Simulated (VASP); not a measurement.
Runs of VASP 6.6.1 on La. The structure is that of space group P6_3/mmc (No. 194), or close to it. The cells are those of the table. 

```tsv
task	level	cell	k mesh	cutoff (eV)	gap on the mesh (eV)	pressure (GPa)
single point	r2SCAN	a = 3.814, b = 3.814, c = 6.027 Å, angles 90.0, 90.0, 120.0°, 2 atoms	14 × 14 × 8	520	none	0.1
relaxation of cell and atoms	PBE	relaxed from a = 3.751, b = 3.751, c = 6.127 Å, angles 90.0, 90.0, 120.0°, 2 atoms	6 × 6 × 4	600	none	0.0
single point	r2SCAN	a = 3.796, b = 3.796, c = 5.999 Å, angles 90.0, 90.0, 120.0°, 2 atoms	14 × 14 × 8	520	none	(a)
single point	PBE	a = 3.751, b = 3.751, c = 6.127 Å, angles 90.0, 90.0, 120.0°, 2 atoms	6 × 6 × 4	520	none	0.3
```

Alike in all rows: potentials or basis VASP PAW PBE potentials, release 64 (La); no spin polarisation; smearing gaussian 0.05 eV.

Q: Fill in the values left out.

A: (a) 0.4.

Caveats: spin-orbit coupling is left out, which moves the levels of the heavy elements; the PAW data sets were made with another functional, which shifts forces and pressure a little (at least some runs).

A k mesh can miss the band edges, and the runs leave out spin-orbit coupling on La.

A gap of «none» marks levels without a gap at the run's occupations.
